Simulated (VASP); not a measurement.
TiO2:

```
CELL_PARAMETERS angstrom
4.81270 0.00000 0.00000
0.00000 4.87188 0.00000
-0.86289 0.00000 4.96659
ATOMIC_POSITIONS crystal
Ti 0.27744 0.05281 0.21315
Ti 0.72256 0.55281 0.28685
Ti 0.72256 0.94719 0.78685
Ti 0.27744 0.44719 0.71315
O 0.06384 0.17697 0.85156
O 0.93616 0.67697 0.64844
O 0.93616 0.82303 0.14844
O 0.06384 0.32303 0.35156
O 0.44536 0.75763 0.46677
O 0.55464 0.25763 0.03323
O 0.55464 0.24237 0.53323
O 0.44536 0.74237 0.96677
```

Base run:

```yaml
Program: VASP 6.6.1
Functional: LDA
Potentials_or_basis: VASP PAW LDA potentials, release 64 (Ti_sv, O)
Cutoff: 600 eV
k_mesh: 6 × 6 × 6
Occupations: fermi-dirac, width 0.05 eV
Spin: no spin polarisation
Hubbard_terms: Ti d U = 3.0 eV
```

Its results: band gap on the k mesh 2.53 eV (least direct gap 2.60 eV); pressure -2.9 GPa; largest force 0.296 eV/Å.

Problem. The run is repeated on the same cell with these changes: occupations from fermi-dirac, width 0.05 eV to gaussian, width 0.01 eV; hubbard terms from Ti d U = 3.0 eV to none. What comes out?

Solution. Band gap on the k mesh 2.19 eV (least direct gap 2.26 eV); pressure -9.6 GPa; largest force 0.119 eV/Å.

Caveats: the cell stands under tension (at least some runs).

A k mesh can miss the band edges.
